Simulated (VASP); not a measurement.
Wanted: the native input for a VASP 6.6.1 run.

- Task: relaxation of cell and atoms
- Functional: PBE
- Potentials or basis: VASP PAW PBE potentials, release 64 (Ga_d, As)
- Cutoff: 600 eV
- k mesh: 10 × 10 × 10
- Occupations: gaussian, width 0.1 eV
- Spin: no spin polarisation
- Dipole correction: no
- Further INCAR settings: ALGO = Normal; EDIFF = 1e-06; IBRION = 2; EDIFFG = -0.01; NSW = 100; ISIF = 3

The structure of GaAs4 lies in POSCAR:

```
GaAs4
1.0
   -3.0109022700      3.0109022700      3.0109022700
    3.0109022700     -3.0109022700      3.0109022700
    3.0109022700      3.0109022700     -3.0109022700
Ga As
1 4
Direct
    0.0000000000      0.0000000000      0.0000000000
    0.0000000000      0.0000000000      0.5000000000
    0.5000000000      0.0000000000      0.0000000000
    0.5000000000      0.5000000000      0.5000000000
    0.0000000000      0.5000000000      0.0000000000
```

The cell was built from a structure type or drawn by symmetry, and may not be a known phase.

These files were run (other wordings do the same):

INCAR

```
PREC     = Accurate       # precision mode
ENCUT    = 600            # plane-wave cutoff, eV
EDIFF    = 1E-6           # SCF threshold, eV
ISMEAR   = 0              # smearing method
SIGMA    = 0.1            # smearing width, eV
LREAL    = False          # projectors in reciprocal space
LASPH    = True           # aspherical terms in the spheres
NELM     = 100            # most SCF steps
ALGO     = Normal         # electronic algorithm
ISIF     = 3              # what is computed and relaxed
LWAVE    = False          # write WAVECAR
LCHARG   = False          # write CHGCAR
GGA      = PE             # functional
IBRION   = 2              # ionic algorithm
NSW      = 100            # ionic steps
EDIFFG   = -0.01          # ionic threshold
```

KPOINTS

```
regular mesh
0
Gamma
  10 10 10
```

Potentials or basis: VASP PAW PBE potentials, release 64 (Ga_d, As).

Run with:

```sh
$ cat potpaw_PBE.64/Ga_d/POTCAR potpaw_PBE.64/As/POTCAR > POTCAR
$ mpirun -np 1 vasp_std > vasp.out
```

It gave:

| Quantity | Value |
| --- | --- |
| Relaxed volume | 22.34 Å³/atom |
| Relaxed cell | a = 5.255 Å, b = 5.255 Å, c = 5.255 Å, α = 109.47°, β = 109.47°, γ = 109.47° |
| Space group after relaxing (to 0.1 Å) | Im-3m (No. 229) |
| Energy gained by relaxing | 2.4 meV/atom |
| Ionic steps | 3 |
| Pressure after relaxing | 0.0 GPa |
| Band gap on the k mesh | zero (an odd number of electrons rules out a gap without spin polarisation) |

Wall time 2.3 min on 1 thread of Intel(R) Xeon(R) 6975P-C (Granite Rapids), on a shared host, peak memory 0.34 GiB.
